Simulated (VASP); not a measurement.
The system is Os.

```
Os
1.0
     1.52000    1.52000    1.52000
    -1.52000    1.52000    1.52000
    -1.52000   -1.52000    1.52000
Os
1
Direct
  0.00000 0.00000 0.00000
```

```yaml
Program: VASP 6.6.1
Task: relaxation of cell and atoms
Functional: PBEsol
Potentials_or_basis: VASP PAW PBE potentials, release 64 (Os)
Cutoff: 600 eV
k_mesh: 10 × 10 × 10
Occupations: methfessel-paxton, width 0.05 eV
Spin: no spin polarisation
```

At the start: pressure 9.7 GPa; volume 14.05 Å³/atom.

Question: How do energy, volume and symmetry change on relaxing?

Answer: Over 4 steps the energy falls by 9.7 meV/atom and the volume is 14.38 Å³/atom (+2.3 %); space group Im-3m (No. 229, to 0.05 Å).

Step by step:
```csv
step,energy change (eV),largest force (eV/Å),pressure (GPa),volume (Å³)
1,0.0000,0.0000,9.67,14.05
2,0.1427,0.0000,-30.21,15.84
3,-0.0097,0.0000,-0.42,14.39
4,-0.0097,0.0000,-0.02,14.38
```

Final structure:
```
Os
1.0
     1.53180    1.53180    1.53180
    -1.53180    1.53180    1.53180
    -1.53180   -1.53180    1.53180
Os
1
Direct
  0.00000 0.00000 0.00000
```

Caveat: the PAW data sets were made with another functional, which shifts forces and pressure a little.
